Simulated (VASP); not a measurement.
Set up this calculation in VASP 6.6.1, as the native input.

```
Task                   : single point
Functional             : PBE
Potentials or basis    : VASP PAW PBE potentials, release 64 (Si)
Cutoff                 : 500 eV
k mesh                 : 10 × 10 × 10
Occupations            : gaussian, width 0.02 eV
Spin                   : no spin polarisation
Dipole correction      : no
Further INCAR settings : ALGO = Normal; EDIFF = 1e-06; NBANDS = 11
```

The structure of Si lies in POSCAR:

```
Si
1.0
    0.0000000000      2.7348308340      2.7348308340
    2.7348308340      0.0000000000      2.7348308340
    2.7348308340      2.7348308340      0.0000000000
Si
2
Direct
    0.0000000000      0.0000000000      0.0000000000
    0.2500000000      0.2500000000      0.2500000000
```

One way to write it, as run:

INCAR

```
PREC = Accurate ; ENCUT = 500
EDIFF = 1E-6 ; ISMEAR = 0
SIGMA = 0.02 ; LREAL = F
LASPH = T ; NELM = 120
ALGO = Normal ; ISIF = 2
LWAVE = F ; LCHARG = F
GGA = PE ; NBANDS = 11
GGA_COMPAT = F
```

KPOINTS

```
Automatic mesh
0
Gamma
  10 10 10
```

Potentials or basis: VASP PAW PBE potentials, release 64 (Si).

Run with:

```console
$ cat potpaw_PBE.64/Si/POTCAR > POTCAR
$ mpirun -np 1 vasp_std > vasp.out
```

Results of the run:

- Pressure: 0.0 GPa
- Band gap on the k mesh: 0.62 eV, indirect (least direct gap 2.56 eV)

Wall time 12 s on 1 thread of Intel(R) Xeon(R) Platinum 8259CL CPU @ 2.50GHz (Skylake/Cascade Lake), with other jobs on the host, peak memory 0.15 GiB.
